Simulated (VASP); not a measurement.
# Mg (Pm-3m) in VASP: single point with PBEsol

Aim: the single point of Mg with PBEsol.

Everything below comes from runs of VASP 6.6.1. Logs are shortened: lines on timing, memory, paths and dates and some standing lists are left out, and cuts for length are marked.

### 1 The cell of the first run

The structure is cubic, space group Pm-3m (No. 221). Conventional cell: a = 2.998 Å, b = 2.998 Å, c = 2.998 Å, α = 90.00°, β = 90.00°, γ = 90.00°. Within 3.9 Å of Mg (site symmetry m-3m) lie 6 Mg at 3.00 Å.

This isn't the form of Mg at room conditions, which is hcp.

### 2 Single point, PBEsol (26.95 Å³/atom)

Input file INCAR:

```
PREC = Accurate
ENCUT = 520
EDIFF = 1E-7
ISMEAR = -1
SIGMA = 0.1
LREAL = F
LASPH = T
NELM = 100
ALGO = Normal
ISIF = 2
LWAVE = F
LCHARG = F
GGA = PS
NBANDS = 7
```

Input file KPOINTS:

```
regular mesh
0
Gamma
  13 13 13
```

Input file POSCAR:

```
Mg
1.0
    2.9981777038      0.0000000000      0.0000000000
    0.0000000000      2.9981777038      0.0000000000
    0.0000000000      0.0000000000      2.9981777038
Mg
1
Direct
    0.0000000000      0.0000000000      0.0000000000
```

Potentials or basis: VASP PAW PBE potentials, release 64 (Mg).

The run is started by

```sh
$ cat potpaw_PBE.64/Mg/POTCAR > POTCAR
$ mpirun -np 1 vasp_std > vasp.out
```

OUTCAR:

```text
PREC = Accurate
   ENCUT = 520
   EDIFF = 1E-7
   ISMEAR = -1
   LREAL = F
   LASPH = T
   NELM = 100
   ISIF = 2
   GGA = PS

 ion  position               nearest neighbor table
   1  0.000  0.000  0.000-

  LATTYP: Found a simple cubic cell.
 ALAT       =     2.9981777038

  Lattice vectors:

 A1 = (   2.9981777038,   0.0000000000,   0.0000000000)
 A2 = (   0.0000000000,   2.9981777038,   0.0000000000)
 A3 = (   0.0000000000,   0.0000000000,   2.9981777038)

Analysis of symmetry for initial positions (statically):
=====================================================================
 Subroutine PRICEL returns:
 Original cell was already a primitive cell.

 Routine SETGRP: Setting up the symmetry group for a
 simple cubic supercell.

 Subroutine GETGRP returns: Found 48 space group operations
 (whereof 48 operations were pure point group operations)
 out of a pool of 48 trial point group operations.

The static configuration has the point symmetry O_h .

Analysis of symmetry for dynamics (positions and initial velocities):
=====================================================================
 Subroutine PRICEL returns:
 Original cell was already a primitive cell.

 Routine SETGRP: Setting up the symmetry group for a
 simple cubic supercell.

 Subroutine GETGRP returns: Found 48 space group operations
 (whereof 48 operations were pure point group operations)
 out of a pool of 48 trial point group operations.

The dynamic configuration has the point symmetry O_h .

 Subroutine INISYM returns: Found 48 space group operations
 (whereof 48 operations are pure point group operations),
 and found     1 'primitive' translations

----------------------------------------------------------------------------------------

                                     Primitive cell

  volume of cell :      26.9508

  direct lattice vectors                    reciprocal lattice vectors
     2.998177704  0.000000000  0.000000000     0.333535934  0.000000000  0.000000000
     0.000000000  2.998177704  0.000000000     0.000000000  0.333535934  0.000000000
     0.000000000  0.000000000  2.998177704     0.000000000  0.000000000  0.333535934

  length of vectors
     2.998177704  2.998177704  2.998177704     0.333535934  0.333535934  0.333535934

  position of ions in fractional coordinates (direct lattice)
     0.000000000  0.000000000  0.000000000

  ion indices of the primitive-cell ions
   primitive index   ion index
                 1           1

[... 71 lines left out ...]
   EDIFF  = 0.1E-06   stopping-criterion for ELM
   LREAL  =      F    real-space projection
   EDIFFG = 0.1E-05   stopping-criterion for IOM
   NSW    =      0    number of steps for IOM
   IBRION =     -1    ionic relax: 0-MD 1-quasi-New 2-CG
   NFREE  =      0    steps in history (QN), initial steepest desc. (CG)
   ISIF   =      2    stress and relaxation
   ISYM   =      2    0-nonsym 1-usesym 2-fastsym
   POTIM  = 0.5000    time-step for ionic-motion
   TEBEG  =    0.0;   TEEND  =   0.0 temperature during run
   PSTRESS=    0.0 pullay stress
   NELECT =       2.0000    total number of electrons
   NUPDOWN=      -1.0000    fix difference up-down
   EMIN   =  10.00;   EMAX   =-10.00  energy-range for DOS
   EFERMI =   0.00;   METHOD = LEGACY
   ISMEAR =    -1;   SIGMA  =   0.10  broadening in eV -4-tet -1-fermi 0-gaus
   EFERMI_NEDOS =   21; number of points for ismear=-14 and -15
   IALGO  =     38    algorithm
   IMIX   =      4    mixing-type and parameters
     AMIX     =   0.40;   BMIX     =  1.00
     AMIX_MAG =   1.60;   BMIX_MAG =  1.00
  volume/ion in A,a.u.               =      26.95       181.87
  Fermi-wavevector in a.u.,A,eV,Ry     =   0.687956  1.300049  6.439416  0.473284
  Thomas-Fermi vector in A             =   1.768619
   LORBIT       =      0    0 simple, 1 ext, 2 COOP (PROOUT), +10 PAW based schemes
   GGA     = PS    functional components
   LHFCALC =     F    Hartree Fock is set to
   AEXX    =    0.0000 exact exchange contribution
   IVDW    =     0    specifies the selected vdW correction
   LEPSILON=     F    determine dielectric tensor
   LRPA    =     F    only Hartree local field effects (RPA)
 non-spin polarized calculation
  energy-cutoff  :      520.00
  volume of cell :       26.95
 maximum number of plane-waves:       739
 NGX is ok and might be reduce to    24
   NGX = 11   NGY = 11   NGZ = 11

 number of electron       2.0000000 magnetization

 Free energy of the ion-electron system (eV)
  ---------------------------------------------------
  ext. energy  EPLUGINS =         0.00000000
  ---------------------------------------------------
  free energy    TOTEN  =        -1.33200915 eV

  energy without entropy =       -1.31417817  energy(sigma->0) =       -1.32309366

 E-fermi :   1.7571     XC(G=0):  -8.0193

 val. band max:        1.7461594374   @ k =   0.3846   0.0769   0.0000
 cond. band min:       1.8233277025   @ k =   0.3846   0.3846   0.3077
 fundamental gap:      0.0771682651
 Fermi energy:         1.7571284214

 k-point     1 :       0.0000    0.0000    0.0000
  band No.  band energies     occupation
      1      -4.5038      2.00000
      2       9.9340      0.00000
      3       9.9340      0.00000
      4      11.3725      0.00000
      5      11.3725      0.00000
      6      11.3725      0.00000
      7      15.8859      0.00000
[... 221 lines left out ...]
 k-point    24 :       0.3846    0.3077    0.0000
  band No.  band energies     occupation
      1      -0.5249      2.00000
      2       3.0714      0.00000
      3       5.6972      0.00000
      4       9.1461      0.00000
      5      14.7244      0.00000
      6      16.1883      0.00000
      7      17.7501      0.00000

 [... further k-points ...]

------------------------ aborting loop because EDIFF is reached ----------------------------------------

  FORCE on cell =-STRESS in cart. coord.  units (eV):
  Direction    XX          YY          ZZ          XY          YZ          ZX
  --------------------------------------------------------------------------------------
  -------------------------------------------------------------------------------------
  Total       -0.0019071     -0.0019071     -0.0019071      0.0000000     -0.0000000      0.0000000
  in kB       -0.1133763     -0.1133763     -0.1133763      0.0000000     -0.0000000      0.0000000
  external PRESSURE =      -0.1133763 kB  Pullay stress =       0.0000000 kB

 VOLUME and BASIS-vectors are now :
 -----------------------------------------------------------------------------
  energy-cutoff  :      520.00
  volume of cell :       26.95
      direct lattice vectors                 reciprocal lattice vectors
     2.998177704  0.000000000  0.000000000     0.333535934  0.000000000  0.000000000
     0.000000000  2.998177704  0.000000000     0.000000000  0.333535934  0.000000000
     0.000000000  0.000000000  2.998177704     0.000000000  0.000000000  0.333535934

 POSITION                                       TOTAL-FORCE (eV/Angst)
 -----------------------------------------------------------------------------------
      0.00000      0.00000      0.00000         0.000000      0.000000      0.000000
 -----------------------------------------------------------------------------------
    total drift:                                0.000000     -0.000000     -0.000000

  FREE ENERGIE OF THE ION-ELECTRON SYSTEM (eV)
  ---------------------------------------------------
  free  energy   TOTEN  =        -1.3320091475 eV

  energy  without entropy=       -1.3141781703  energy(sigma->0) =       -1.32309366
```

OSZICAR:

```text
N       E                     dE             d eps       ncg     rms          rms(c)
DAV:   1    -0.764596946744E+00   -0.76460E+00   -0.74219E+02  1218   0.188E+02
DAV:   2    -0.134360386136E+01   -0.57901E+00   -0.56297E+00  1512   0.102E+01
DAV:   3    -0.134616868093E+01   -0.25648E-02   -0.25630E-02  1505   0.748E-01
DAV:   4    -0.134617425854E+01   -0.55776E-05   -0.55776E-05  1785   0.261E-02
DAV:   5    -0.134617426594E+01   -0.74074E-08   -0.72761E-08  1512   0.641E-04    0.560E-01
DAV:   6    -0.133830218870E+01    0.78721E-02   -0.14686E-03  1596   0.128E-01    0.355E-01
DAV:   7    -0.133200145732E+01    0.63007E-02   -0.56684E-03  1610   0.241E-01    0.209E-02
DAV:   8    -0.133200951162E+01   -0.80543E-05   -0.46782E-05  1414   0.399E-02    0.551E-03
DAV:   9    -0.133200932892E+01    0.18270E-06   -0.90706E-07  1820   0.307E-03    0.565E-04
DAV:  10    -0.133200921133E+01    0.11758E-06   -0.10844E-08  1113   0.553E-04    0.289E-04
DAV:  11    -0.133200914746E+01    0.63870E-07   -0.62131E-10   777   0.141E-04
   1 F= -.13320091E+01 E0= -.13230937E+01  d E =-.178310E-01
```

Run time: 30 s. Hardware: 1 thread of AMD EPYC 7R43 (Zen 3), shared host; peak memory 0.11 GiB.

Results:

```yaml
Free_energy: -1.3320 eV
Pressure: 0.0 GPa
Band_gap_on_the_k_mesh: zero (bands 1 and 2 overlap by 5.18 eV)
```

Levels at points of the mesh, in eV from the Fermi level:
| k point | band 1 | band 2 | band 3 | band 4 | band 5 | band 6 |
| --- | --- | --- | --- | --- | --- | --- |
| (0.00, 0.00, 0.00) | -6.26 | 8.18 | 8.18 | 9.62 | 9.62 | 9.62 |

Caveat: the PAW data sets were made with another functional, which shifts forces and pressure a little.
